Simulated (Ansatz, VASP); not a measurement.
AlAs in VASP and in Ansatz

The input INCAR:

```
PREC = Accurate
ENCUT = 500
EDIFF = 1E-6
ISMEAR = 0
SIGMA = 0.02
LREAL = False
LASPH = True
NELM = 120
ALGO = Normal
ISIF = 2
LWAVE = False
LCHARG = True
GGA = PS
LELF = True
LVHAR = True
NBANDS = 11
GGA_COMPAT = False
```

KPOINTS

```
Automatic mesh
0
Gamma
  8 8 8
```

The input POSCAR:

```
AlAs
1.0
    0.0000000000      2.8371986854      2.8371986854
    2.8371986854      0.0000000000      2.8371986854
    2.8371986854      2.8371986854      0.0000000000
Al As
1 1
Direct
    0.0000000000      0.0000000000      0.0000000000
    0.2500000000      0.2500000000      0.2500000000
```

Input for Ansatz:

```yaml
crystal:
  lattice:
    - [0.0, 2.8371986854, 2.8371986854]
    - [2.8371986854, 0.0, 2.8371986854]
    - [2.8371986854, 2.8371986854, 0.0]
  atoms:
    - { symbol: Al, position: [0.0, 0.0, 0.0] }
    - { symbol: As, position: [0.25, 0.25, 0.25] }
basis:
  ecutwfc: 600.0
kpoints:
  mp_grid: { grid: [8, 8, 8] }
hamiltonian:
  xc: pbesol
  pseudopotentials: { kind: paw, azcp: { folder: soft_1 } }
scf:
  occupations: { method: gaussian, width: 0.02 }
output:
  forces: true
  stress: true
  eigenvalues: true
```

Alike in both runs: task single point; functional PBEsol; k mesh 8 × 8 × 8; occupations gaussian, width 0.02 eV; no spin polarisation.

|  | VASP | Ansatz |
| --- | --- | --- |
| version | VASP 6.6.1 | Ansatz 0.2.0 |
| potentials or method | VASP PAW PBE potentials, release 64 (Al, As), cutoff 500 eV | scalar-relativistic, plane waves, PAW |
| valence electrons in the cell | 8 | 18 |

|  | VASP | Ansatz | Ansatz less VASP |
| --- | --- | --- | --- |
| gap on the k mesh at the Fermi level (eV) | 1.33 | 1.34 | +0.012 |
| least direct gap on the mesh (eV) | 1.92 | 1.91 | -0.014 |
| pressure (GPa) | 0.3 | 0.0 | -0.28 |

VASP's potentials were made for PBE, not for PBEsol, and Ansatz warns of the same on its side. VASP's potentials hold 8 valence electrons a cell and Ansatz's 18, so a difference there can come from the potentials and not from the codes.
